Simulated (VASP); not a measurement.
A run of VASP 6.6.1 is set up as follows.

POSCAR

```
Al
1.0
    0.0000000000      2.0248050000      2.0248050000
    2.0248050000      0.0000000000      2.0248050000
    2.0248050000      2.0248050000      0.0000000000
Al
1
Direct
    0.0000000000      0.0000000000      0.0000000000
```

INCAR.step1

```
SYSTEM = Al
PREC     = Accurate       ! precision mode
ENCUT    = 600            ! plane-wave cutoff, eV
ISMEAR   = 0              ! smearing method
SIGMA    = 0.05           ! smearing width, eV
LREAL    = .FALSE.        ! projectors in reciprocal space
LASPH    = .TRUE.         ! aspherical terms in the spheres
NELM     = 100            ! most SCF steps
GGA      = PE             ! functional
ALGO     = Normal         ! electronic algorithm
EDIFF    = 1E-4           ! SCF threshold, eV
LWAVE    = .TRUE.         ! write WAVECAR
LCHARG   = .FALSE.        ! write CHGCAR
```

The input INCAR.step2:

```
SYSTEM = Al
PREC     = Accurate       ! precision mode
ENCUT    = 600            ! plane-wave cutoff, eV
EDIFF    = 1E-7           ! SCF threshold, eV
ISMEAR   = 0              ! smearing method
SIGMA    = 0.05           ! smearing width, eV
LREAL    = .FALSE.        ! projectors in reciprocal space
LASPH    = .TRUE.         ! aspherical terms in the spheres
NELM     = 100            ! most SCF steps
ALGO     = Normal         ! electronic algorithm
ISIF     = 8              ! what is computed and relaxed
LWAVE    = .FALSE.        ! write WAVECAR
LCHARG   = .FALSE.        ! write CHGCAR
METAGGA  = R2SCAN         ! meta-GGA
LMIXTAU  = .TRUE.       
IBRION   = 2              ! ionic algorithm
NSW      = 80             ! ionic steps
EDIFFG   = -0.02          ! ionic threshold
ISTART   = 1
```

KPOINTS

```
Automatic mesh
0
G
  18 18 18
  0 0 0
```

Potentials or basis: VASP PAW PBE potentials, release 64 (Al).

Launch:

```bash
$ cat potpaw_PBE.64/Al/POTCAR > POTCAR
$ cp INCAR.step1 INCAR
$ mpirun -np 1 vasp_std > vasp.out
$ cp INCAR.step2 INCAR
$ mpirun -np 1 vasp_std > vasp.out
```

(1) Predict the relaxed cell.

(2) Predict the relaxed volume.

(3) Estimate the space group after relaxing (to 0.05 Å).

Results:

(1) a = 2.819 Å, b = 2.819 Å, c = 2.819 Å, α = 60.00°, β = 60.00°, γ = 60.00°.

(2) 15.83 Å³/atom.

(3) Fm-3m (No. 225).

Caveat: the PAW data sets were made with another functional, which shifts forces and pressure a little.
